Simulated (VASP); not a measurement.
NbSi (rocksalt type): single point with PBE

Crystal: NbSi (rocksalt type).

```xyz
2
Lattice="0.0000 2.3201 2.3201 2.3201 0.0000 2.3201 2.3201 2.3201 0.0000" Properties=species:S:1:pos:R:3 pbc="T T T"
Nb    0.0000    0.0000    0.0000
Si    2.3201    2.3201    2.3201
```

```yaml
Program: VASP 6.6.1
Task: single point
Functional: PBE
Potentials_or_basis: VASP PAW PBE potentials, release 64 (Nb_sv, Si)
Cutoff: 520 eV
k_mesh: 14 × 14 × 14
Occupations: fermi-dirac, width 0.1 eV
Spin: no spin polarisation
Dipole_correction: no
Further_INCAR_settings: ALGO = Normal; EDIFF = 1e-06; NBANDS = 16
```

The pressure is 84.9 GPa and the band gap on the k mesh is zero (an odd number of electrons rules out a gap without spin polarisation).

Levels at points of the mesh, in eV from the Fermi level:
```tsv
k point	band 6	band 7	band 8	band 9	band 10	band 11
(0.00, 0.00, 0.00)	-2.26	-2.26	-2.26	-1.25	-1.25	3.29
(0.50, 0.00, 0.00)	-7.11	-4.37	-4.37	1.90	1.90	4.14
(0.50, 0.50, 0.00)	-5.12	-3.70	0.42	0.61	0.61	2.97
```

Wall time 51 s on 1 thread of Intel Xeon 8259CL, on a shared host, peak memory 0.17 GiB.

Caveat: the cell stands under pressure.
